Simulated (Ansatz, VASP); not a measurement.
## KI: VASP beside Ansatz

```
K I
1.0
     0.00000    3.99456    3.99456
     3.99456    0.00000    3.99456
     3.99456    3.99456    0.00000
K I
1 1
Cartesian
  0.0000 0.0000 0.0000
  1.9973 1.9973 1.9973
```

Alike in both runs: task electric field gradients; functional PBE; k mesh 9 × 9 × 9; occupations fermi-dirac, width 0.03 eV; no spin polarisation.

|  | VASP | Ansatz |
| --- | --- | --- |
| version | VASP 6.6.1 | Ansatz 0.2.0 |
| potentials or method | VASP PAW PBE potentials, release 64 (K_sv, I) | PAW with Ansatz's default frozen-core files, scalar-relativistic |
| plane-wave cutoff (eV) | 520 | 420 |
| valence electrons in the cell | 16 | 26 |

```csv
,VASP,Ansatz,Ansatz less VASP
gap on the k mesh at the Fermi level (eV),3.89,3.90,+0.003
pressure (GPa),0.0,0.0,-0.01
```

VASP's potentials hold 16 valence electrons a cell and Ansatz's 26, so a difference there can come from the potentials and not from the codes. Ansatz's warnings: xc potential rough in thin density.

Neither program's run includes spin-orbit coupling.
